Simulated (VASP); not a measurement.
Here is a VASP 6.6.1 calculation.

The input INCAR:

```
SYSTEM = NbN
PREC = Accurate
ENCUT = 600
EDIFF = 1E-6
ISMEAR = 0
SIGMA = 0.1
LREAL = .FALSE.
LASPH = .TRUE.
NELM = 120
ALGO = Normal
ISIF = 2
LWAVE = .FALSE.
LCHARG = .TRUE.
GGA = PE
LELF = .TRUE.
LVHAR = .TRUE.
NBANDS = 16
GGA_COMPAT = .FALSE.
```

File KPOINTS:

```
regular mesh
0
G
  16 16 16
  0 0 0
```

POSCAR

```
NbN
1.0
    0.0000000000      2.1945000000      2.1945000000
    2.1945000000      0.0000000000      2.1945000000
    2.1945000000      2.1945000000      0.0000000000
Nb N
1 1
Direct
    0.5000000000      0.5000000000      0.5000000000
    0.0000000000      0.0000000000      0.0000000000
```

Potentials or basis: VASP PAW PBE potentials, release 64 (Nb_sv, N).

The run is started by

```sh
$ cat potpaw_PBE.64/Nb_sv/POTCAR potpaw_PBE.64/N/POTCAR > POTCAR
$ mpirun -np 1 vasp_std > vasp.out
```

Task: Estimate the band gap on the k mesh.

Result: Zero (bands 9 and 10 overlap by 3.51 eV).

Task: Predict the pressure.

Result: 6.4 GPa.

Caveat: the cell stands under pressure.
